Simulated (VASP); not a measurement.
**Ni3Ge: single point with PBEsol**

Crystal: Ni3Ge.

```
Ni Ge
1.0
     3.52544    0.00004   -0.00003
     0.00004    3.52520   -0.00015
    -0.00003   -0.00015    3.52490
Ni Ge
3 1
Direct
  0.49245 0.97727 0.47928
  0.99246 0.47727 0.47929
  0.49247 0.47727 0.97929
  0.99247 0.97727 0.97929
```

- Program: VASP 6.6.1
- Task: single point
- Functional: PBEsol
- Potentials or basis: VASP PAW PBE potentials, release 64 (Ni, Ge_d)
- Cutoff: 520 eV
- k mesh: 6 × 6 × 6
- Occupations: gaussian, width 0.1 eV
- Spin: no spin polarisation

- Pressure: 0.2 GPa
- Band gap on the k mesh: zero (band 22 reaches 10.29 eV, above the bottom of band 23 at 10.06 eV)

Levels at points of the mesh, in eV from the Fermi level:
| k point | band 18 | band 19 | band 20 | band 21 | band 22 | band 23 | band 24 | band 25 | band 26 | band 27 |
| --- | --- | --- | --- | --- | --- | --- | --- | --- | --- | --- |
| (0.00, 0.00, 0.00) | -0.98 | -0.60 | -0.59 | -0.30 | 0.02 | 0.02 | 0.02 | 3.99 | 6.90 | 6.91 |
| (0.50, 0.00, 0.00) | -1.32 | -1.26 | -1.16 | -0.55 | 0.02 | 3.63 | 3.63 | 4.70 | 5.78 | 5.78 |
| (0.00, 0.50, 0.00) | -1.32 | -1.26 | -1.16 | -0.55 | 0.02 | 3.63 | 3.63 | 4.70 | 5.78 | 5.78 |
| (0.50, 0.50, 0.00) | -1.42 | -1.22 | -1.12 | -0.96 | -0.95 | 0.63 | 0.63 | 5.73 | 6.48 | 8.69 |
| (0.00, 0.00, 0.50) | -1.32 | -1.26 | -1.16 | -0.55 | 0.02 | 3.63 | 3.63 | 4.70 | 5.78 | 5.78 |
| (0.50, 0.00, 0.50) | -1.42 | -1.22 | -1.12 | -0.96 | -0.95 | 0.63 | 0.63 | 5.73 | 6.48 | 8.69 |
| (0.00, 0.50, 0.50) | -1.42 | -1.22 | -1.12 | -0.96 | -0.95 | 0.63 | 0.63 | 5.73 | 6.48 | 8.68 |
| (0.50, 0.50, 0.50) | -1.35 | -1.18 | -1.18 | -0.55 | -0.21 | -0.21 | -0.21 | 0.70 | 4.23 | 4.23 |

Run time: 4.9 min on 1 thread of Intel(R) Xeon(R) Platinum 8175M CPU @ 2.50GHz (Skylake/Cascade Lake) (shared host), peak memory 0.25 GiB.

Caveat: the PAW data sets were made with another functional, which shifts forces and pressure a little. Spin polarisation is off, so any magnetic state and its effect on volume and gap are missing.
